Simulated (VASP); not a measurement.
Input of a VASP 6.6.1 run:

File INCAR:

```
SYSTEM = Rh
  PREC = Accurate
  ENCUT = 500
  EDIFF = 1E-6
  ISMEAR = 0
  SIGMA = 0.15
  LREAL = .False.
  LASPH = .True.
  NELM = 200
  ALGO = Normal
  ISIF = 2
  LWAVE = .False.
  LCHARG = .False.
  ISPIN = 2
  MAGMOM = 0.625 0.625
  LORBIT = 11
  NUPDOWN = 1.25
  LMAXMIX = 4
  GGA = PE
  NBANDS = 26
  GGA_COMPAT = .False.
```

The input KPOINTS:

```
regular mesh
0
Gamma
  21 21 12
  0 0 0
```

Contents of POSCAR:

```
Rh
1.0
    2.6112187483      0.0000000000      0.0000000000
   -1.3056093742      2.2613817708      0.0000000000
    0.0000000000      0.0000000000      4.2022282270
Rh
2
Direct
    0.6666666667      0.3333333333      0.7500000000
    0.3333333333      0.6666666667      0.2500000000
```

Potentials or basis: VASP PAW PBE potentials, release 64 (Rh_pv).

The run is started by

```bash
$ cat potpaw_PBE.64/Rh_pv/POTCAR > POTCAR
$ mpirun -np 1 vasp_std > vasp.out
```

Task: Predict the pressure.

Result: 48.6 GPa.

Stress tensor (GPa, compression positive):
```
47.99  0.00  0.00
 0.00 47.99  0.00
 0.00  0.00 49.82
```

Caveat: the cell stands under pressure; the total moment is fixed, so each spin has its own Fermi level.
